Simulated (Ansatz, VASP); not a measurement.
HfN: VASP beside Ansatz

INCAR

```
PREC     = Accurate       # precision mode
ENCUT    = 520            # plane-wave cutoff, eV
EDIFF    = 1E-6           # SCF threshold, eV
ISMEAR   = 1              # smearing method
SIGMA    = 0.2            # smearing width, eV
LREAL    = F              # projectors in reciprocal space
LASPH    = T              # aspherical terms in the spheres
NELM     = 100            # most SCF steps
ALGO     = Normal         # electronic algorithm
ISIF     = 2              # what is computed and relaxed
LWAVE    = F              # write WAVECAR
LCHARG   = T              # write CHGCAR
GGA      = PE             # functional
LELF     = T              # ELF
LVHAR    = T            
NBANDS   = 14             # bands
```

File KPOINTS:

```
Automatic mesh
0
Gamma
  18 18 18
```

The input POSCAR:

```
HfN
1.0
    0.0000000000      2.2590000000      2.2590000000
    2.2590000000      0.0000000000      2.2590000000
    2.2590000000      2.2590000000      0.0000000000
Hf N
1 1
Direct
    0.0000000000      0.0000000000     -0.0626035220
    0.5000000000      0.5000000000      0.5000000000
```

Input for Ansatz:

```yaml
crystal:
  lattice:
    - [0.0, 2.259, 2.259]
    - [2.259, 0.0, 2.259]
    - [2.259, 2.259, 0.0]
  atoms:
    - { symbol: Hf, position: [0.0, 0.0, -0.062603522] }
    - { symbol: "N", position: [0.5, 0.5, 0.5] }
basis:
  ecutwfc: 420
kpoints:
  mp_grid: { grid: [18, 18, 18] }
hamiltonian:
  xc: pbe
scf:
  occupations: { method: cold, width: 0.2 }
output:
  forces: true
  stress: true
  eigenvalues: true
```

Alike in both runs: task single point; functional PBE; k mesh 18 × 18 × 18; no spin polarisation.

|  | VASP | Ansatz |
| --- | --- | --- |
| version | VASP 6.6.1 | Ansatz 0.2.0 |
| potentials or method | VASP PAW PBE potentials, release 64 (Hf_pv, N), cutoff 520 eV | scalar-relativistic, plane waves, PAW |
| occupations | methfessel-paxton of order 1, width 0.2 eV | cold, width 0.2 eV |
| valence electrons in the cell | 15 | 31 |

Ansatz gave:

| Item | Value |
| --- | --- |
| gap on the k mesh at the Fermi level (eV) | none |
| pressure (GPa) | 10.6 |
| traceless stress, the component that is largest in VASP (GPa) | -5.00 |
| rms of the force components (eV/Å) | 1.340 |

**Question.** Estimate VASP's values.

**Answer.** gap on the k mesh at the Fermi level (eV): none; pressure (GPa): 8.3; traceless stress, the component that is largest in VASP (GPa): -4.95; rms of the force components (eV/Å): 1.340.

Atom by atom the forces differ by 0.000 eV/Å (rms over components). A gap of «none» marks a metal or a gap that the smearing closes. VASP's potentials hold 15 valence electrons a cell and Ansatz's 31, so a difference there can come from the potentials and not from the codes.

Neither program's run includes spin-orbit coupling.
